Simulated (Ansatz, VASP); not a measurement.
AlN: VASP beside Ansatz

```
Al N
1.0
     3.15188    0.01972   -0.02787
    -1.55886    2.70345    0.04088
    -0.04460    0.04978    5.00996
Al N
2 2
Direct
  0.34133 0.67911 0.99899
  0.66671 0.32549 0.50203
  0.32460 0.66600 0.38037
  0.66735 0.32940 0.88861
```

Change from the starting cell: all atoms moved at random, cell strained at random.

Alike in both runs: task single point; functional PBEsol; k mesh 9 × 9 × 6; occupations gaussian, width 0.02 eV; no spin polarisation.

|  | VASP | Ansatz |
| --- | --- | --- |
| version | VASP 6.6.1 | Ansatz 0.2.0 |
| potentials or method | VASP PAW PBE potentials, release 64 (Al, N), cutoff 520 eV | scalar-relativistic, plane waves, PAW |
| valence electrons in the cell | 16 | 16 |

```csv
,VASP,Ansatz,Ansatz less VASP
gap on the k mesh at the Fermi level (eV),3.82,3.81,-0.015
least direct gap on the mesh (eV),3.82,3.81,-0.015
pressure (GPa),-4.3,-4.3,+0.05
"traceless stress, the component that is largest in VASP (GPa)",-3.45,-3.40,+0.054
rms of the force components (eV/Å),0.462,0.457,-0.0046
```

VASP's potentials were made for PBE, not for PBEsol. Atom by atom the forces differ by 0.005 eV/Å (rms over components).
